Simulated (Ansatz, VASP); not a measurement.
B in VASP and in Ansatz

```
B
1.0
     0.81877   -1.65389    0.00000
     0.81877    1.65389    0.00000
     0.00000    0.00000    3.56697
B
1
Direct
  0.00000 0.00000 0.00000
```

Alike in both runs: task relaxation of cell and atoms; functional PBE; k mesh 36 × 36 × 16; occupations gaussian, width 0.1 eV; no spin polarisation.

```csv
,VASP,Ansatz
version,VASP 6.6.1,Ansatz 0.2.0
potentials or method,"VASP PAW PBE potentials, release 64 (B), cutoff 600 eV","scalar-relativistic, plane waves, PAW"
valence electrons in the cell,3,3
```

VASP gave:

| Property | Result |
| --- | --- |
| gap on the k mesh at the Fermi level, each at its own relaxed structure (eV) | none |
| relaxed volume (Å³/atom) | 10.03 |
| relaxed length of the cell vector where the two differ most in proportion (Å) | 3.953 |

Problem. Estimate Ansatz's values.

Solution. gap on the k mesh at the Fermi level, each at its own relaxed structure (eV): none; relaxed volume (Å³/atom): 10.15; relaxed length of the cell vector where the two differ most in proportion (Å): 4.000.

A gap of «none» marks a metal or a gap that the smearing closes.
